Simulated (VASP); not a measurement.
A run of VASP 6.6.1:

INCAR

```
SYSTEM = Cu
PREC     = Accurate       ! precision mode
ENCUT    = 520            ! plane-wave cutoff, eV
EDIFF    = 1E-6           ! SCF threshold, eV
ISMEAR   = 0              ! smearing method
SIGMA    = 0.15           ! smearing width, eV
LREAL    = .FALSE.        ! projectors in reciprocal space
LASPH    = .TRUE.         ! aspherical terms in the spheres
NELM     = 80             ! most SCF steps
ALGO     = Fast           ! electronic algorithm
ISIF     = 2              ! what is computed and relaxed
LWAVE    = .FALSE.        ! write WAVECAR
LCHARG   = .FALSE.        ! write CHGCAR
NBANDS   = 18             ! bands
```

File KPOINTS:

```
regular mesh
0
G
  20 20 12
  0 0 0
```

POSCAR

```
Cu
1.0
   -1.4273957350      1.4273957350      1.3410790631
    1.4273957350     -1.4273957350      1.3410790631
    2.8547914700      2.8547914700      0.0000000000
Cu
2
Direct
    0.0506207254     -0.1046816693      0.0000000000
    0.4493792746      0.6046816693      0.5000000000
```

Potentials or basis: VASP PAW LDA potentials, release 64 (Cu).

Run with:

```bash
$ cat potpaw_LDA.64/Cu/POTCAR > POTCAR
$ mpirun -np 1 vasp_std > vasp.out
```

Hardware: 1 thread of Intel Xeon 8259CL, with other jobs on the host.

Question: How long does it take, and how much memory?

Answer: Wall time 10 min on 1 thread of Intel Xeon 8259CL, on a shared host, peak memory 0.51 GiB. Counts: scf iterations 14, k points 1414.
